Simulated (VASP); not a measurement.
Zn4SeO3:

```xyz
8
Lattice="4.8306 -0.0082 0.0002 -0.0082 4.9581 0.0012 0.0002 0.0012 4.8147" Properties=species:S:1:pos:R:3 pbc="T T T"
Zn    1.3010    1.3716    1.3306
Zn    1.2847    3.4243    3.4457
Zn    3.4445    1.2743    3.5515
Zn    3.5524    3.7613    1.3979
Se    0.0285    0.0908   -0.1972
O     2.3372    2.3751    4.8815
O     2.4112    4.9676    2.4239
O     4.9308    2.5393    2.4301
```

| Property | Result |
| --- | --- |
| Program | VASP 6.6.1 |
| Task | relaxation of cell and atoms |
| Functional | PBE |
| Potentials or basis | VASP PAW PBE potentials, release 64 (Zn, Se, O) |
| Cutoff | 600 eV |
| k mesh | 4 × 4 × 4 |
| Occupations | gaussian, width 0.2 eV |
| Spin | no spin polarisation |

At the start: pressure 5.9 GPa; volume 14.41 Å³/atom.

**Question.** Where does the relaxation end?

**Answer.** Over 16 steps the energy falls by 105.6 meV/atom and the volume is 14.70 Å³/atom (+2.0 %); space group P1 (No. 1, to 0.1 Å) before, P-43m (No. 215, to 0.1 Å).

The path:
```
step  energy change (eV)  largest force (eV/Å)  pressure (GPa)  volume (Å³)
   1              0.0000                3.1438            5.89       115.31
   2             -0.5544                0.8792           -4.43       124.34
   3             -0.6436                0.8263           -2.21       121.21
   4             -0.7406                0.4923           -0.29       118.33
   5             -0.7576                0.5356            1.10       116.61
   6             -0.7961                0.3333            0.30       117.21
   7             -0.8051                0.2328           -0.23       117.69
   8             -0.8179                0.2219            0.03       117.42
   9             -0.8229                0.2769            0.38       117.09
  10             -0.8330                0.1637            0.09       117.47
  11             -0.8373                0.1452           -0.27       117.94
  12             -0.8424                0.0918           -0.01       117.64
  13             -0.8434                0.0877            0.18       117.43
  14             -0.8447                0.0418           -0.08       117.72
  15             -0.8447                0.0412           -0.15       117.80
  16             -0.8452                0.0218            0.04       117.58
```

Final structure:
```
Zn Se O
1.0
     4.89965   -0.00068    0.00085
    -0.00265    4.89207    0.00221
     0.00059    0.00031    4.90535
Zn Se O
4 1 3
Direct
  0.27677 0.27698 0.27832
  0.27756 0.72208 0.72227
  0.72175 0.27782 0.72295
  0.72361 0.72281 0.27672
  0.00047 0.00048 0.99894
  0.49998 0.50004 0.00038
  0.50046 0.99966 0.50018
  0.99940 0.50013 0.50024
```
